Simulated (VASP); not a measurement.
# B5N in VASP: further runs, part 2 of 2

VASP 6.6.1. The steps go on from the part before.

### Step 4. Single point, PBE

This run uses another cell than the first one, of 8.62 Å³/atom.

File INCAR:

```
PREC     = Accurate       # precision mode
ENCUT    = 520            # plane-wave cutoff, eV
EDIFF    = 1E-6           # SCF threshold, eV
ISMEAR   = 0              # smearing method
SIGMA    = 0.1            # smearing width, eV
LREAL    = False          # projectors in reciprocal space
LASPH    = True           # aspherical terms in the spheres
NELM     = 60             # most SCF steps
ALGO     = Normal         # electronic algorithm
ISIF     = 2              # what is computed and relaxed
LWAVE    = False          # write WAVECAR
LCHARG   = True           # write CHGCAR
GGA      = PE             # functional
LELF     = True           # ELF
LVHAR    = True         
NBANDS   = 19             # bands
```

File KPOINTS:

```
Automatic mesh
0
Gamma
  12 12 8
```

File POSCAR:

```
B5N
1.0
    3.2955491150      0.0000000000      0.0000000000
   -1.6477745575      2.8540292531      0.0000000000
    0.0000000000      0.0000000000      5.5018755242
B N
5 1
Direct
    0.5000000000      0.5000000000      0.0000000000
    0.3333333333      0.6666666667      0.5000000000
    0.0000000000      0.5000000000      0.0000000000
    0.5000000000      0.0000000000      0.0000000000
    0.6666666667      0.3333333333      0.5000000000
    0.0000000000      0.0000000000      0.5000000000
```

Potentials or basis: VASP PAW PBE potentials, release 64 (B, N).

On the command line:

```sh
cat potpaw_PBE.64/B/POTCAR potpaw_PBE.64/N/POTCAR > POTCAR
mpirun -np 1 vasp_std > vasp.out
```

OUTCAR:

```text
PREC = Accurate
   ENCUT = 520
   EDIFF = 1E-6
   ISMEAR = 0
   LREAL = False
   LASPH = True
   NELM = 60
   ISIF = 2
   GGA = PE

 ion  position               nearest neighbor table
   1  0.500  0.500  0.000-   3 1.65   3 1.65   4 1.65   4 1.65
   2  0.333  0.667  0.500-   6 1.90   5 1.90   5 1.90   6 1.90   6 1.90   5 1.90
   3  0.000  0.500  0.000-   1 1.65   1 1.65   4 1.65   4 1.65
   4  0.500  0.000  0.000-   1 1.65   3 1.65   1 1.65   3 1.65
   5  0.667  0.333  0.500-   6 1.90   2 1.90   2 1.90   6 1.90   6 1.90   2 1.90
   6  0.000  0.000  0.500-   2 1.90   5 1.90   5 1.90   2 1.90   5 1.90   2 1.90
[... 736 lines left out ...]
  -------------------------------------------------------------------------------------
  Total       -0.0172548     -0.0172548     -0.0545734      0.0000000     -0.0000000     -0.0000000
  in kB       -0.5342227     -0.5342227     -1.6896402      0.0000000     -0.0000000     -0.0000000
  external PRESSURE =      -0.9193618 kB  Pullay stress =       0.0000000 kB

 VOLUME and BASIS-vectors are now :
 -----------------------------------------------------------------------------
  energy-cutoff  :      520.00
  volume of cell :       51.75
      direct lattice vectors                 reciprocal lattice vectors
     3.295549115  0.000000000  0.000000000     0.303439568  0.175190916  0.000000000
    -1.647774558  2.854029253  0.000000000     0.000000000  0.350381833  0.000000000
     0.000000000  0.000000000  5.501875524     0.000000000  0.000000000  0.181756202

 POSITION                                       TOTAL-FORCE (eV/Angst)
 -----------------------------------------------------------------------------------
      0.82389      1.42701      0.00000        -0.000000      0.000000      0.000000
     -0.00000      1.90269      2.75094         0.000000     -0.000000     -0.000000
     -0.82389      1.42701      0.00000         0.000000      0.000000      0.000000
      1.64777      0.00000      0.00000         0.000000      0.000000      0.000000
      1.64777      0.95134      2.75094        -0.000000      0.000000      0.000000
      0.00000      0.00000      2.75094         0.000000      0.000000      0.000000
 -----------------------------------------------------------------------------------
    total drift:                                0.000000     -0.000000      0.000000

  FREE ENERGIE OF THE ION-ELECTRON SYSTEM (eV)
  ---------------------------------------------------
  free  energy   TOTEN  =       -32.8410273027 eV

  energy  without entropy=      -32.8300218976  energy(sigma->0) =      -32.83552460
```

OSZICAR:

```text
N       E                     dE             d eps       ncg     rms          rms(c)
DAV:   1     0.413624660383E+02    0.41362E+02   -0.93707E+03  3610   0.950E+02
DAV:   2    -0.331585236231E+02   -0.74521E+02   -0.70957E+02  4991   0.189E+02
DAV:   3    -0.362560559746E+02   -0.30975E+01   -0.30510E+01  4473   0.336E+01
DAV:   4    -0.362783987582E+02   -0.22343E-01   -0.22281E-01  4474   0.299E+00
DAV:   5    -0.362785426361E+02   -0.14388E-03   -0.14386E-03  4195   0.238E-01    0.839E+00
DAV:   6    -0.334705305747E+02    0.28080E+01   -0.15498E+01  3901   0.126E+01    0.457E+00
DAV:   7    -0.329731579936E+02    0.49737E+00   -0.19207E+00  3902   0.637E+00    0.280E+00
DAV:   8    -0.328504633081E+02    0.12269E+00   -0.29574E-01  3875   0.311E+00    0.998E-01
DAV:   9    -0.328410387587E+02    0.94245E-02   -0.50486E-02  4265   0.125E+00    0.235E-01
DAV:  10    -0.328410621592E+02   -0.23400E-04   -0.32747E-03  4081   0.358E-01    0.109E-01
DAV:  11    -0.328410184488E+02    0.43710E-04   -0.38267E-04  4249   0.136E-01    0.158E-02
DAV:  12    -0.328410253284E+02   -0.68797E-05   -0.38806E-05  4057   0.421E-02    0.741E-03
DAV:  13    -0.328410272772E+02   -0.19488E-05   -0.27321E-06  3845   0.110E-02    0.170E-03
DAV:  14    -0.328410273027E+02   -0.25538E-07   -0.41524E-07  2057   0.387E-03
   1 F= -.32841027E+02 E0= -.32835525E+02  d E =-.110054E-01
```

Wall time 1.8 min (1 thread of Intel Xeon 8259CL, shared host); peak memory 0.22 GiB.

What came out:

```yaml
Free_energy: -32.8410 eV
Pressure: -0.1 GPa
Band_gap_on_the_k_mesh: zero (bands 10 and 11 overlap by 1.94 eV)
```

Levels at points of the mesh, in eV from the Fermi level:
| k point | band 6 | band 7 | band 8 | band 9 | band 10 | band 11 | band 12 | band 13 | band 14 | band 15 |
| --- | --- | --- | --- | --- | --- | --- | --- | --- | --- | --- |
| (0.00, 0.00, 0.00) | -5.06 | -3.43 | -1.87 | -1.87 | -1.66 | -0.59 | -0.59 | 3.46 | 5.41 | 6.12 |
| (0.50, 0.00, 0.00) | -3.99 | -3.67 | -3.51 | -3.00 | -0.95 | 0.97 | 3.00 | 4.22 | 5.35 | 5.35 |
| (0.00, 0.00, 0.50) | -5.04 | -5.04 | -2.16 | -1.86 | -1.86 | -0.64 | -0.64 | 2.70 | 5.13 | 5.82 |
| (0.50, 0.00, 0.50) | -4.28 | -3.44 | -2.46 | -1.28 | -1.07 | -0.38 | 1.51 | 3.51 | 4.85 | 5.18 |

### Step 5. Relaxation of cell and atoms, PBE

File INCAR:

```
SYSTEM = B5N
PREC = Accurate ; ENCUT = 600
EDIFF = 1E-6 ; ISMEAR = 0
SIGMA = 0.1 ; LREAL = .FALSE.
LASPH = .TRUE. ; NELM = 60
ALGO = Normal ; ISIF = 3
LWAVE = .FALSE. ; LCHARG = .FALSE.
GGA = PE ; IBRION = 2
NSW = 100 ; EDIFFG = -0.01
```

File KPOINTS:

```
Automatic mesh
0
G
  12 12 8
  0 0 0
```

Edit POSCAR of step 4 so:

```diff
@@ -2,5 +2,5 @@
 1.0
-    3.2955491150      0.0000000000      0.0000000000
-   -1.6477745575      2.8540292531      0.0000000000
-    0.0000000000      0.0000000000      5.5018755242
+    3.2957516237      0.0000000000      0.0000000000
+   -1.6478758118      2.8542046307      0.0000000000
+    0.0000000000      0.0000000000      5.7845370884
 B N
```

On the command line:

```sh
cat potpaw_PBE.64/B/POTCAR potpaw_PBE.64/N/POTCAR > POTCAR
mpirun -np 1 vasp_std > vasp.out
```

It took 13 min on 1 thread of Intel Xeon 8259CL, shared host; peak memory 0.24 GiB.

Results (log left out):

```
Free energy                           : -32.8509 eV
Relaxed volume                        : 8.55 Å³/atom
Relaxed cell                          : a = 3.295 Å, b = 3.295 Å, c = 5.459 Å, α = 90.00°, β = 90.00°, γ = 120.00°
Space group after relaxing (to 0.1 Å) : P6/mmm (No. 191)
Energy gained by relaxing             : 2.6 meV/atom
Ionic steps                           : 15
Pressure after relaxing               : 0.0 GPa
Band gap on the k mesh                : zero (bands 10 and 11 overlap by 1.95 eV)
```

Step by step:
| step | energy change (eV) | largest force (eV/Å) | pressure (GPa) | volume (Å³) |
| --- | --- | --- | --- | --- |
| 1 | 0.0000 | 0.0000 | -0.64 | 54.41 |
| 2 | -0.0018 | 0.0000 | -0.29 | 54.13 |
| 3 | -0.0049 | 0.0000 | 0.62 | 53.37 |
| 4 | -0.0042 | 0.0000 | 2.63 | 51.86 |
| 5 | -0.0059 | 0.0000 | 1.39 | 52.76 |
| 6 | -0.0064 | 0.0000 | 1.36 | 52.72 |
| 7 | -0.0078 | 0.0000 | 1.29 | 52.57 |
| 8 | -0.0103 | 0.0000 | 1.14 | 52.28 |
| 9 | -0.0139 | 0.0000 | 0.89 | 51.70 |
| 10 | -0.0147 | 0.0000 | 0.39 | 50.54 |
| 11 | -0.0153 | 0.0000 | 0.58 | 50.96 |
| 12 | -0.0153 | 0.0000 | 0.60 | 51.04 |
| 13 | -0.0153 | 0.0000 | 0.59 | 51.00 |
| 14 | -0.0155 | 0.0000 | 0.33 | 51.15 |
| 15 | -0.0157 | 0.0000 | -0.01 | 51.33 |

Final structure:
```xyz
6
Lattice="3.2950 0.0000 0.0000 -1.6475 2.8535 0.0000 0.0000 0.0000 5.4591" Properties=species:S:1:pos:R:3 pbc="T T T"
B     0.8237    1.4268    0.0000
B     0.0000    1.9023    2.7296
B    -0.8237    1.4268    0.0000
B     1.6475    0.0000    0.0000
B     1.6475    0.9512    2.7296
N     0.0000    0.0000    2.7296
```

Levels at points of the mesh, in eV from the Fermi level:
| k point | band 8 | band 9 | band 10 | band 11 | band 12 | band 13 |
| --- | --- | --- | --- | --- | --- | --- |
| (0.00, 0.00, 0.00) | -1.87 | -1.87 | -1.57 | -0.59 | -0.59 | 3.51 |
| (0.50, 0.00, 0.00) | -3.57 | -2.99 | -0.95 | 0.97 | 3.12 | 4.24 |
| (0.00, 0.00, 0.50) | -2.11 | -1.87 | -1.87 | -0.64 | -0.64 | 2.72 |
| (0.50, 0.00, 0.50) | -2.42 | -1.27 | -1.07 | -0.35 | 1.54 | 3.53 |

### Step 6. Summary

```tsv
task	spin	cell	k mesh	cutoff (eV)	gap on the mesh (eV)	pressure (GPa)
single point	off	a = 3.296, b = 3.296, c = 5.785 Å, angles 90.0, 90.0, 120.0°, 6 atoms	6 × 6 × 6	520	none	0.0
single point	collinear, ferromagnetic start	a = 3.296, b = 3.296, c = 5.785 Å, angles 90.0, 90.0, 120.0°, 6 atoms	6 × 6 × 4	520	none	-0.2
single point	off	a = 3.296, b = 3.296, c = 5.502 Å, angles 90.0, 90.0, 120.0°, 6 atoms	12 × 12 × 8	520	none	-0.1
relaxation of cell and atoms	off	relaxed from a = 3.296, b = 3.296, c = 5.785 Å, angles 90.0, 90.0, 120.0°, 6 atoms	12 × 12 × 8	600	none	0.0
```

Some of these runs hold the atoms at other places in the same cell, which the table doesn't show; runs alike in all that it shows share one row.

Alike in all rows: level PBE; potentials or basis VASP PAW PBE potentials, release 64 (B, N); smearing gaussian 0.1 eV.

Caveats: some runs use coarse meshes; this functional lacks dispersion, which binds the layers, so the pressure and a relaxed spacing across them are unreliable (at least some runs).

Absolute energies hang on the potentials; compare differences alone.
